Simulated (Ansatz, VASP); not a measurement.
# Co in VASP and in Ansatz

Contents of INCAR:

```
PREC = Accurate
ENCUT = 520
EDIFF = 1E-6
ISMEAR = 0
SIGMA = 0.1
LREAL = F
LASPH = T
NELM = 150
ALGO = Fast
ISIF = 2
LWAVE = F
LCHARG = F
ISPIN = 2
MAGMOM = 3 3 3 3 3 3
LORBIT = 11
LMAXMIX = 4
GGA = PS
NBANDS = 40
```

KPOINTS

```
regular mesh
0
Gamma
  6 6 6
```

File POSCAR:

```
Co
1.0
    0.0000000000      3.2173717600      3.2173717600
    3.2173717600      0.0000000000      3.2173717600
    3.2173717600      3.2173717600      0.0000000000
Co
6
Direct
    0.2500000000      0.2500000000      0.2500000000
    0.0000000000      0.0000000000      0.0000000000
    0.6250000000      0.6250000000      0.1250000000
    0.6250000000      0.1250000000      0.6250000000
    0.1250000000      0.6250000000      0.6250000000
    0.6250000000      0.6250000000      0.6250000000
```

Input for Ansatz:

```yaml
crystal:
  lattice:
    - [0.0, 3.21737176, 3.21737176]
    - [3.21737176, 0.0, 3.21737176]
    - [3.21737176, 3.21737176, 0.0]
  atoms:
    - { symbol: Co, position: [0.25, 0.25, 0.25], spin: 3.0 }
    - { symbol: Co, position: [0.0, 0.0, 0.0], spin: 3.0 }
    - { symbol: Co, position: [0.625, 0.625, 0.125], spin: 3.0 }
    - { symbol: Co, position: [0.625, 0.125, 0.625], spin: 3.0 }
    - { symbol: Co, position: [0.125, 0.625, 0.625], spin: 3.0 }
    - { symbol: Co, position: [0.625, 0.625, 0.625], spin: 3.0 }
basis:
  ecutwfc: 420
kpoints:
  mp_grid: { grid: [6, 6, 6] }
hamiltonian:
  xc: pbesol
scf:
  occupations: { method: gaussian, width: 0.1 }
  lower_state_search: "off"
output:
  forces: true
  stress: true
  eigenvalues: true
  populations: true
magnetization:
  spin_polarized: true
```

Alike in both runs: task single point; functional PBEsol; k mesh 6 × 6 × 6; occupations gaussian, width 0.1 eV; collinear spin.

|  | VASP | Ansatz |
| --- | --- | --- |
| version | VASP 6.6.1 | Ansatz 0.2.0 |
| potentials or method | VASP PAW PBE potentials, release 64 (Co), cutoff 520 eV | scalar-relativistic, plane waves, PAW |
| valence electrons in the cell | 54 | 102 |

```csv
,VASP,Ansatz,Ansatz less VASP
gap on the k mesh at the Fermi level (eV),none,none,-
pressure (GPa),-3.6,-2.3,+1.27
net moment per atom (μB),1.67,1.70,+0.030
size of the moment on the site where the two differ most (μB),1.66,1.74,+0.083
```

VASP's potentials were made for PBE, not for PBEsol. Site moments also hang on the region over which each program counts them. A gap of «none» marks a metal or a gap that the smearing closes. The functional is the same, so the differences come from potentials, cutoffs and numerics. VASP's potentials hold 54 valence electrons a cell and Ansatz's 102, so a difference there can come from the potentials and not from the codes.
